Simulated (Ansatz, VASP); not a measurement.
# SiC in VASP and in Ansatz

INCAR

```
SYSTEM = SiC
PREC = Accurate ; ENCUT = 600
EDIFF = 1E-7 ; ISMEAR = 0
SIGMA = 0.1 ; LREAL = .FALSE.
LASPH = .TRUE. ; NELM = 120
ALGO = Normal ; ISIF = 3
LWAVE = .FALSE. ; LCHARG = .FALSE.
GGA = PE ; IBRION = 2
NSW = 90 ; EDIFFG = -0.04
GGA_COMPAT = .FALSE. ; NELMIN = 4
```

File KPOINTS:

```
Automatic mesh
0
G
  6 6 6
  0 0 0
```

The input POSCAR:

```
SiC
1.0
    2.9063611229      0.0000000000      0.0000000000
   -1.4531805615      2.5169825650      0.0000000000
    0.0000000000      0.0000000000      2.4964522402
Si C
1 1
Direct
    0.6666666667      0.3333333333      0.5000000000
    0.3333333333      0.6666666667      0.0000000000
```

Input for Ansatz:

```yaml
crystal:
  lattice:
    - [2.9063611229, 0.0, 0.0]
    - [-1.4531805615, 2.516982565, 0.0]
    - [0.0, 0.0, 2.4964522402]
  atoms:
    - { symbol: Si, position: [0.6666666667, 0.3333333333, 0.5] }
    - { symbol: C, position: [0.3333333333, 0.6666666667, 0.0] }
basis:
  ecutwfc: 420
kpoints:
  mp_grid: { grid: [6, 6, 6] }
hamiltonian:
  xc: pbe
scf:
  occupations: { method: gaussian, width: 0.1 }
  lower_state_search: "off"
output:
  forces: true
  stress: true
  eigenvalues: true
relax:
  adjacent_minimum: "off"
  f_tol: 0.04
  max_steps: 70
  cell: { stress_tol: 0.4 }
```

Alike in both runs: task relaxation of cell and atoms; functional PBE; k mesh 6 × 6 × 6; occupations gaussian, width 0.1 eV; no spin polarisation.

```csv
,VASP,Ansatz
version,VASP 6.6.1,Ansatz 0.2.0
potentials or method,"VASP PAW PBE potentials, release 64 (Si, C), cutoff 600 eV","scalar-relativistic, plane waves, PAW"
valence electrons in the cell,8,8
```

```csv
,VASP,Ansatz,Ansatz less VASP
"gap on the k mesh at the Fermi level, each at its own relaxed structure (eV)",none,none,-
relaxed volume (Å³/atom),9.09,9.09,+0.006
relaxed cell length with the largest relative difference (Å),2.864,2.865,+0.0007
```

A gap of «none» marks a metal or a gap that the smearing closes.

The k mesh is coarse, so the values compare programs but aren't converged.
